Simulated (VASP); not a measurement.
# TePb (Fm-3m) in VASP: settings compared

TePb is run at these levels: RPBE+D3(BJ), revPBE+D4, PBE exchange alone, PBE; tasks: single point.

Everything below comes from runs of VASP 6.6.1. Logs are shortened: lines on timing, memory, paths and dates and some standing lists are left out, and cuts for length are marked.

## Step 1: The cell of the first run

The structure is cubic, space group Fm-3m (No. 225). The conventional cell has a = 6.505 Å, b = 6.505 Å, c = 6.505 Å, α = 90.00°, β = 90.00°, γ = 90.00°. Pb (site symmetry m-3m) has 6 Te at 3.25 Å within 4.3 Å. Within 4.3 Å of Te (site symmetry m-3m) lie 6 Pb at 3.25 Å.

## Step 2: Single point, RPBE+D3(BJ)

INCAR

```
SYSTEM = TePb
  PREC = Accurate
  ENCUT = 520
  EDIFF = 1E-6
  ISMEAR = -1
  SIGMA = 0.05
  LREAL = .FALSE.
  LASPH = .TRUE.
  NELM = 80
  ALGO = Normal
  ISIF = 2
  LWAVE = .FALSE.
  LCHARG = .FALSE.
  GGA = RP
  IVDW = 12
  NBANDS = 17
```

KPOINTS

```
regular mesh
0
G
  7 7 7
  0 0 0
```

POSCAR

```
TePb
1.0
    0.0000000000      3.2523979746      3.2523979746
    3.2523979746      0.0000000000      3.2523979746
    3.2523979746      3.2523979746      0.0000000000
Pb Te
1 1
Direct
    0.0000000000      0.0000000000      0.0000000000
    0.5000000000      0.5000000000      0.5000000000
```

Potentials or basis: VASP PAW PBE potentials, release 64 (Pb_d, Te).

Run with:

```
> cat potpaw_PBE.64/Pb_d/POTCAR potpaw_PBE.64/Te/POTCAR > POTCAR
> mpirun -np 1 vasp_std > vasp.out
```

OUTCAR:

```text
SYSTEM = TePb
   PREC = Accurate
   ENCUT = 520
   EDIFF = 1E-6
   ISMEAR = -1
   LREAL = .FALSE.
   LASPH = .TRUE.
   NELM = 80
   ISIF = 2
   GGA = RP
   IVDW = 12
 IVDW          = 12

 ion  position               nearest neighbor table
   1  0.000  0.000  0.000-   2 3.25   2 3.25   2 3.25   2 3.25   2 3.25   2 3.25
   2  0.500  0.500  0.500-   1 3.25   1 3.25   1 3.25   1 3.25   1 3.25   1 3.25

  LATTYP: Found a face centered cubic cell.
 ALAT       =     6.5047959492

  Lattice vectors:

 A1 = (   0.0000000000,   3.2523979746,   3.2523979746)
 A2 = (   3.2523979746,   0.0000000000,   3.2523979746)
 A3 = (   3.2523979746,   3.2523979746,   0.0000000000)

Analysis of symmetry for initial positions (statically):
=====================================================================
 Subroutine PRICEL returns:
 Original cell was already a primitive cell.

 Routine SETGRP: Setting up the symmetry group for a
 face centered cubic supercell.

 Subroutine GETGRP returns: Found 48 space group operations
[... 9 lines left out ...]

 Routine SETGRP: Setting up the symmetry group for a
 face centered cubic supercell.

 Subroutine GETGRP returns: Found 48 space group operations
[... 11 lines left out ...]
                                     Primitive cell

  volume of cell :      68.8083

  direct lattice vectors                    reciprocal lattice vectors
     0.000000000  3.252397975  3.252397975    -0.153732724  0.153732724  0.153732724
     3.252397975  0.000000000  3.252397975     0.153732724 -0.153732724  0.153732724
     3.252397975  3.252397975  0.000000000     0.153732724  0.153732724 -0.153732724

  length of vectors
     4.599585326  4.599585326  4.599585326     0.266272889  0.266272889  0.266272889

  position of ions in fractional coordinates (direct lattice)
     0.000000000  0.000000000  0.000000000
     0.500000000  0.500000000  0.500000000

  ion indices of the primitive-cell ions
   primitive index   ion index
                 1           1
                 2           2

----------------------------------------------------------------------------------------

 KPOINTS: regular mesh

Automatic generation of k-mesh.
 Grid dimensions read from file:
 generate k-points for:    7    7    7

 Generating k-lattice:

  Cartesian coordinates                     Fractional coordinates (reciprocal lattice)
    -0.021961818  0.021961818  0.021961818     0.142857143  0.000000000  0.000000000
     0.021961818 -0.021961818  0.021961818     0.000000000  0.142857143  0.000000000
     0.021961818  0.021961818 -0.021961818     0.000000000  0.000000000  0.142857143

  Length of vectors
     0.038038984  0.038038984  0.038038984

  Shift w.r.t. Gamma in fractional coordinates (k-lattice)
     0.000000000  0.000000000  0.000000000

 Subroutine IBZKPT returns following result:
 ===========================================

 Found     20 irreducible k-points:

 Following reciprocal coordinates:
            Coordinates               Weight
  0.000000  0.000000  0.000000      1.000000
  0.142857  0.000000  0.000000      8.000000
  0.285714  0.000000  0.000000      8.000000
  0.428571  0.000000  0.000000      8.000000
  0.142857  0.142857  0.000000      6.000000
  0.285714  0.142857  0.000000     24.000000
[... 12 lines left out ...]
 -0.428571  0.428571  0.142857     24.000000
 -0.285714  0.428571  0.142857     24.000000
   k-points           NKPTS =     20   k-points in BZ     NKDIM =     20   number of bands    NBANDS=     17
   number of dos      NEDOS =    301   number of ions     NIONS =      2
   total plane-waves  NPLWV =  46656
   dimension x,y,z NGX =    36 NGY =   36 NGZ =   36
   dimension x,y,z NGXF=    72 NGYF=   72 NGZF=   72
   ions per type =               1   1
   NGX,Y,Z   is equivalent  to a cutoff of  13.01, 13.01, 13.01 a.u.
   NGXF,Y,Z  is equivalent  to a cutoff of  26.02, 26.02, 26.02 a.u.
 SYSTEM =  TePb
   PREC   = accura    normal or accurate (medium, high low for compatibility)
   ISTART =      0    job   : 0-new  1-cont  2-samecut
   ICHARG =      2    charge: 1-file 2-atom 10-const
   ISPIN  =      1    spin polarized calculation?
   LNONCOLLINEAR =      F non collinear calculations
   LSORBIT =      F    spin-orbit coupling
   LASPH  =      T    aspherical Exc in radial PAW
   ENCUT  =  520.0 eV  38.22 Ry    6.18 a.u.   8.55  8.55  8.55*2*pi/ulx,y,z
   NELM   =     80;   NELMIN=  2; NELMDL= -5     # of ELM steps
   EDIFF  = 0.1E-05   stopping-criterion for ELM
   LREAL  =      F    real-space projection
   EDIFFG = 0.1E-04   stopping-criterion for IOM
   NSW    =      0    number of steps for IOM
   IBRION =     -1    ionic relax: 0-MD 1-quasi-New 2-CG
   NFREE  =      0    steps in history (QN), initial steepest desc. (CG)
   ISIF   =      2    stress and relaxation
   ISYM   =      2    0-nonsym 1-usesym 2-fastsym
   POTIM  = 0.5000    time-step for ionic-motion
   TEBEG  =    0.0;   TEEND  =   0.0 temperature during run
   PSTRESS=    0.0 pullay stress
   NELECT =      20.0000    total number of electrons
   NUPDOWN=      -1.0000    fix difference up-down
   EMIN   =  10.00;   EMAX   =-10.00  energy-range for DOS
   EFERMI =   0.00;   METHOD = LEGACY
   ISMEAR =    -1;   SIGMA  =   0.05  broadening in eV -4-tet -1-fermi 0-gaus
   EFERMI_NEDOS =   21; number of points for ismear=-14 and -15
   IALGO  =     38    algorithm
   IMIX   =      4    mixing-type and parameters
     AMIX     =   0.40;   BMIX     =  1.00
     AMIX_MAG =   1.60;   BMIX_MAG =  1.00
  volume/ion in A,a.u.               =      34.40       232.17
  Fermi-wavevector in a.u.,A,eV,Ry     =   1.084437  2.049290 16.000512  1.176004
  Thomas-Fermi vector in A             =   2.220527
   LORBIT       =      0    0 simple, 1 ext, 2 COOP (PROOUT), +10 PAW based schemes
   GGA     = RP    functional components
   LHFCALC =     F    Hartree Fock is set to
   AEXX    =    0.0000 exact exchange contribution
   IVDW    =    12    specifies the selected vdW correction
   LEPSILON=     F    determine dielectric tensor
   LRPA    =     F    only Hartree local field effects (RPA)
 non-spin polarized calculation
  energy-cutoff  :      520.00
  volume of cell :       68.81
 maximum number of plane-waves:      1868
 NGX is ok and might be reduce to    36
   NGX = 17   NGY = 17   NGZ = 17

 number of electron      20.0000003 magnetization

 Free energy of the ion-electron system (eV)
  ---------------------------------------------------
  ext. energy  EPLUGINS =         0.00000000
  ---------------------------------------------------
  free energy    TOTEN  =        -6.80469872 eV

  energy without entropy =       -6.80469756  energy(sigma->0) =       -6.80469814

 E-fermi :   5.9516     XC(G=0):  -9.0801

 val. band max:        5.3963079267   @ k =   0.4286   0.0000   0.0000
 cond. band min:       6.4925155746   @ k =   0.4286   0.0000   0.0000
 fundamental gap:      1.0962076479
 Fermi energy:         5.9515636899

 k-point     1 :       0.0000    0.0000    0.0000
  band No.  band energies     occupation
      1     -11.2698      2.00000
      2     -11.2698      2.00000
      3     -11.2657      2.00000
      4     -11.2657      2.00000
      5     -11.2657      2.00000
      6      -6.3471      2.00000
[... 9 lines left out ...]
     16      11.3533      0.00000
     17      13.0430      0.00000

 k-point     2 :       0.1429    0.0000    0.0000
  band No.  band energies     occupation
      1     -11.2722      2.00000
      2     -11.2722      2.00000
      3     -11.2652      2.00000
      4     -11.2630      2.00000
      5     -11.2630      2.00000
      6      -6.1778      2.00000
[... 9 lines left out ...]
     16      11.7244      0.00000
     17      14.2265      0.00000

 k-point     3 :       0.2857    0.0000    0.0000
  band No.  band energies     occupation
      1     -11.2781      2.00000
      2     -11.2781      2.00000
      3     -11.2642      2.00000
      4     -11.2561      2.00000
      5     -11.2561      2.00000
      6      -5.7004      2.00000
[... 9 lines left out ...]
     16      12.7297      0.00000
     17      16.2646      0.00000

 k-point     4 :       0.4286    0.0000    0.0000
  band No.  band energies     occupation
      1     -11.2829      2.00000
      2     -11.2829      2.00000
      3     -11.2635      2.00000
      4     -11.2504      2.00000
      5     -11.2504      2.00000
      6      -5.0981      2.00000
[... 9 lines left out ...]
     16      14.2106      0.00000
     17      15.5036      0.00000

 k-point     5 :       0.1429    0.1429    0.0000
  band No.  band energies     occupation
      1     -11.2772      2.00000
      2     -11.2679      2.00000
      3     -11.2674      2.00000
      4     -11.2616      2.00000
      5     -11.2616      2.00000
      6      -6.1219      2.00000
[... 9 lines left out ...]
     16      12.3493      0.00000
     17      13.4638      0.00000

 k-point     6 :       0.2857    0.1429    0.0000
  band No.  band energies     occupation
      1     -11.2851      2.00000
      2     -11.2703      2.00000
      3     -11.2671      2.00000
      4     -11.2572      2.00000
      5     -11.2550      2.00000
      6      -5.7496      2.00000
[... 9 lines left out ...]
     16      13.3798      0.00000
     17      14.8038      0.00000
[... 201 lines left out ...]
 k-point    17 :       0.4286    0.2857    0.1429
  band No.  band energies     occupation
      1     -11.2935      2.00000
      2     -11.2714      2.00000
      3     -11.2663      2.00000
      4     -11.2521      2.00000
      5     -11.2519      2.00000
      6      -5.3259      2.00000
[... 9 lines left out ...]
     16      14.3989      0.00000
     17      15.1948      0.00000

 k-point    18 :      -0.4286    0.2857    0.1429
  band No.  band energies     occupation
      1     -11.2977      2.00000
      2     -11.2750      2.00000
      3     -11.2614      2.00000
      4     -11.2542      2.00000
      5     -11.2474      2.00000
      6      -4.8394      2.00000
[... 9 lines left out ...]
     16      14.9005      0.00000
     17      15.8685      0.00000

 k-point    19 :      -0.4286    0.4286    0.1429
  band No.  band energies     occupation
      1     -11.3123      2.00000
      2     -11.2684      2.00000
      3     -11.2667      2.00000
      4     -11.2490      2.00000
      5     -11.2436      2.00000
      6      -4.7448      2.00000
[... 9 lines left out ...]
     16      15.6218      0.00000
     17      16.4248      0.00000

 k-point    20 :      -0.2857    0.4286    0.1429
  band No.  band energies     occupation
      1     -11.3068      2.00000
      2     -11.2715      2.00000
      3     -11.2615      2.00000
      4     -11.2553      2.00000
      5     -11.2437      2.00000
      6      -4.6214      2.00000
[... 9 lines left out ...]
     16      15.8090      0.00000
     17      16.2186      0.00000

------------------------ aborting loop because EDIFF is reached ----------------------------------------

 Edisp (eV)   -3.70208

 E8    (eV) :    -2.5212

  FORCE on cell =-STRESS in cart. coord.  units (eV):
  Direction    XX          YY          ZZ          XY          YZ          ZX
  --------------------------------------------------------------------------------------
  -------------------------------------------------------------------------------------
  Total      -4.64479    -4.64479    -4.64479    -0.00000     0.00000    -0.00000
  in kB    -108.15234  -108.15234  -108.15234    -0.00000     0.00000    -0.00000
  external pressure =     -108.15 kB  Pullay stress =        0.00 kB

 VOLUME and BASIS-vectors are now :
 -----------------------------------------------------------------------------
  energy-cutoff  :      520.00
  volume of cell :       68.81
      direct lattice vectors                 reciprocal lattice vectors
     0.000000000  3.252397975  3.252397975    -0.153732724  0.153732724  0.153732724
     3.252397975  0.000000000  3.252397975     0.153732724 -0.153732724  0.153732724
     3.252397975  3.252397975  0.000000000     0.153732724  0.153732724 -0.153732724

 POSITION                                       TOTAL-FORCE (eV/Angst)
 -----------------------------------------------------------------------------------
      0.00000      0.00000      0.00000         0.000000      0.000000     -0.000000
      3.25240      3.25240      3.25240         0.000000      0.000000      0.000000
 -----------------------------------------------------------------------------------
    total drift:                               -0.000000      0.000000      0.000000

  FREE ENERGIE OF THE ION-ELECTRON SYSTEM (eV)
  ---------------------------------------------------
  free  energy   TOTEN  =       -10.5067809465 eV

  energy  without entropy=      -10.5067797922  energy(sigma->0) =      -10.50678037
```

It took 36 s on 1 thread of Intel Xeon 6975P-C, shared host; peak memory 0.22 GiB.

What came out:

```yaml
Free_energy: -10.5068 eV
Pressure: -10.8 GPa
Dispersion_energy_per_atom: -1.851 eV
```

Levels at points of the mesh, in eV from the Fermi level:
```tsv
k point	band 7	band 8	band 9	band 10	band 11	band 12	band 13	band 14
(0.00, 0.00, 0.00)	-6.07	-1.74	-1.74	-1.74	3.63	3.63	3.63	5.40
```

Caveat: this odd mesh misses L, where the gap lies, so gap, dielectric constants and Born charges aren't listed; the PAW data sets were made with another functional, which shifts forces and pressure a little; spin-orbit coupling is left out, which moves the levels of the heavy elements.

## Step 3: Single point, revPBE+D4

This run uses another cell than the first one, of 33.73 Å³/atom, 0.980 times its volume.

INCAR

```
ALGO = Normal
EDIFF = 1E-7
ENCUT = 520
GGA = RE
ISIF = 2
ISMEAR = -1
IVDW = 13
LASPH = True
LCHARG = False
LREAL = False
LWAVE = False
NBANDS = 17
NELM = 60
PREC = Accurate
SIGMA = 0.05
```

KPOINTS

```
k-points
0
Gamma
  7 7 7
```

POSCAR

```
TePb
1.0
    0.0000000000      3.2310000000      3.2310000000
    3.2310000000      0.0000000000      3.2310000000
    3.2310000000      3.2310000000      0.0000000000
Pb Te
1 1
Direct
    0.0000000000      0.0000000000      0.0000000000
    0.5000000000      0.5000000000      0.5000000000
```

Potentials or basis: VASP PAW PBE potentials, release 64 (Pb_d, Te).

Run with:

```
> cat potpaw_PBE.64/Pb_d/POTCAR potpaw_PBE.64/Te/POTCAR > POTCAR
> mpirun -np 1 vasp_std > vasp.out
```

Run time: 48 s. Hardware: 1 thread of Intel Xeon 6975P-C, shared host; peak memory 0.21 GiB.

Results (log left out):

```yaml
Free_energy: -8.1855 eV
Pressure: 0.1 GPa
Dispersion_energy_per_atom: -0.653 eV
```

Levels at points of the mesh, in eV from the Fermi level:
| k point | band 8 | band 9 | band 10 | band 11 | band 12 | band 13 |
| --- | --- | --- | --- | --- | --- | --- |
| (0.00, 0.00, 0.00) | -1.79 | -1.79 | -1.79 | 3.67 | 3.67 | 3.67 |

Caveat: this odd mesh misses L, where the gap lies, so gap, dielectric constants and Born charges aren't listed; the PAW data sets were made with another functional, which shifts forces and pressure a little; spin-orbit coupling is left out, which moves the levels of the heavy elements.

## Step 4: Single point, revPBE+D4

INCAR

```
ALGO = Normal
EDIFF = 1E-6
ENCUT = 520
GGA = RE
ISIF = 2
ISMEAR = -1
IVDW = 13
LASPH = True
LCHARG = True
LELF = True
LREAL = False
LVHAR = True
LWAVE = False
NBANDS = 17
NELM = 100
PREC = Accurate
SIGMA = 0.05
```

KPOINTS is that of step 3.

POSCAR

```
TePb
1.0
    0.0000000000      3.2523979746      3.2523979746
    3.2523979746      0.0000000000      3.2523979746
    3.2523979746      3.2523979746      0.0000000000
Pb Te
1 1
Direct
    0.0000000000      0.0000000000      0.0000000000
    0.5000000000      0.5000000000      0.5000000000
```

Run with:

```
> cat potpaw_PBE.64/Pb_d/POTCAR potpaw_PBE.64/Te/POTCAR > POTCAR
> mpirun -np 1 vasp_std > vasp.out
```

It took 37 s on 1 thread of Intel Xeon 6975P-C, shared host; peak memory 0.21 GiB.

It converged, with:

```
Free energy                : -8.1838 eV
Pressure                   : -0.6 GPa
Dispersion energy per atom : -0.641 eV
```

Levels at points of the mesh, in eV from the Fermi level:
```tsv
k point	band 7	band 8	band 9	band 10	band 11	band 12	band 13	band 14
(0.00, 0.00, 0.00)	-6.07	-1.73	-1.73	-1.73	3.63	3.63	3.63	5.41
```

Caveat: this odd mesh misses L, where the gap lies, so gap, dielectric constants and Born charges aren't listed; the PAW data sets were made with another functional, which shifts forces and pressure a little; spin-orbit coupling is left out, which moves the levels of the heavy elements.

## Step 5: Single point, PBE exchange alone

This run uses another cell than the first one, of 33.73 Å³/atom, 0.980 times its volume.

INCAR

```
SYSTEM = TePb
AGGAC    = 0.0          
ALDAC    = 0.0          
ALGO     = Normal         ! electronic algorithm
EDIFF    = 1E-7           ! SCF threshold, eV
ENCUT    = 520            ! plane-wave cutoff, eV
GGA      = PE             ! functional
ISIF     = 2              ! what is computed and relaxed
ISMEAR   = -1             ! smearing method
LASPH    = .True.         ! aspherical terms in the spheres
LCHARG   = .False.        ! write CHGCAR
LREAL    = .False.        ! projectors in reciprocal space
LWAVE    = .False.        ! write WAVECAR
NBANDS   = 17             ! bands
NELM     = 60             ! most SCF steps
PREC     = Accurate       ! precision mode
SIGMA    = 0.05           ! smearing width, eV
```

KPOINTS

```
k-points
0
Gamma
  7 7 7
  0 0 0
```

POSCAR

```
TePb
1.0
    0.0000000000      3.2310000000      3.2310000000
    3.2310000000      0.0000000000      3.2310000000
    3.2310000000      3.2310000000      0.0000000000
Pb Te
1 1
Direct
    0.0000000000      0.0000000000      0.0000000000
    0.5000000000      0.5000000000      0.5000000000
```

Run with:

```
> cat potpaw_PBE.64/Pb_d/POTCAR potpaw_PBE.64/Te/POTCAR > POTCAR
> mpirun -np 1 vasp_std > vasp.out
```

Run time: 43 s. Hardware: 1 thread of Intel Xeon 6975P-C, shared host; peak memory 0.21 GiB.

It converged, with:

| Item | Value |
| --- | --- |
| Free energy | -4.9809 eV |
| Pressure | 10.2 GPa |

Levels at points of the mesh, in eV from the Fermi level:
```
           k point  band 8  band 9  band 10  band 11  band 12  band 13
(0.00, 0.00, 0.00)   -1.83   -1.83    -1.83     3.55     3.55     3.55
```

Caveat: this odd mesh misses L, where the gap lies, so gap, dielectric constants and Born charges aren't listed; spin-orbit coupling is left out, which moves the levels of the heavy elements.

[end of part 1 of 2]
